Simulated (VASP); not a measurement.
Runs of VASP 6.6.1 on W. The structure is that of space group Fm-3m (No. 225), or close to it. The cells are those of the table. 

```csv
cell,gap on the mesh (eV),pressure (GPa)
"a = 2.832 Å, angles 60.0°, 1 atom",none,-1.2
"a = 2.812 Å, angles 60.0°, 1 atom",none,(a)
"a = 2.890 Å, angles 60.0°, 1 atom",none,(b)
"a = 2.927 Å, angles 60.0°, 1 atom",none,-25.2
"a = 2.871 Å, angles 60.0°, 1 atom",none,-12.4
```

Alike in all rows: task single point; level PBEsol; potentials or basis VASP PAW PBE potentials, release 64 (W_sv); no spin polarisation; k mesh 12 × 12 × 12; cutoff (eV) 520; smearing fermi-dirac 0.1 eV.

Q: Fill in the values left out.

A: (a) 5.3; (b) -17.1.

Caveats: the PAW data sets were made with another functional, which shifts forces and pressure a little; spin-orbit coupling is left out, which moves the levels of the heavy elements.

A k mesh can miss the band edges, and the runs leave out spin-orbit coupling on W.

A gap of «none» marks levels without a gap at the run's occupations.
